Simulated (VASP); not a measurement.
Here is a VASP 6.6.1 calculation.

File INCAR:

```
SYSTEM = ZnO
ALGO = Normal
EDIFF = 1E-6
ENCUT = 910
GGA = PE
GGA_COMPAT = .False.
ISIF = 2
ISMEAR = 0
IVDW = 12
LASPH = .True.
LCHARG = .False.
LREAL = .False.
LWAVE = .False.
NBANDS = 16
NELM = 120
PREC = Accurate
SIGMA = 0.02
```

KPOINTS

```
k-points
0
Gamma
  12 12 12
  0 0 0
```

POSCAR

```
ZnO
1.0
    0.0000000000      2.0978634485      2.0978634485
    2.0978634485      0.0000000000      2.0978634485
    2.0978634485      2.0978634485      0.0000000000
Zn O
1 1
Direct
    0.0000000000      0.0000000000      0.0000000000
    0.5000000000      0.5000000000      0.5000000000
```

Potentials or basis: VASP PAW PBE potentials, release 64 (Zn, O_h).

Run with:

```sh
$ cat potpaw_PBE.64/Zn/POTCAR potpaw_PBE.64/O_h/POTCAR > POTCAR
$ mpirun -np 1 vasp_std > vasp.out
```

Problem. What does it give for the dispersion energy per atom?

Solution. -0.289 eV.

Problem. Estimate the pressure.

Solution. 15.4 GPa.

Problem. What does it give for the band gap on the k mesh?

Solution. 1.16 eV, indirect (least direct gap 2.77 eV).

Caveat: the cutoff is under 1.25 times the usual one of these potentials, so pressure, stress and relaxed cells hold a basis-set (Pulay) error. A hybrid or GW would open this gap; PBE tends to underestimate it.
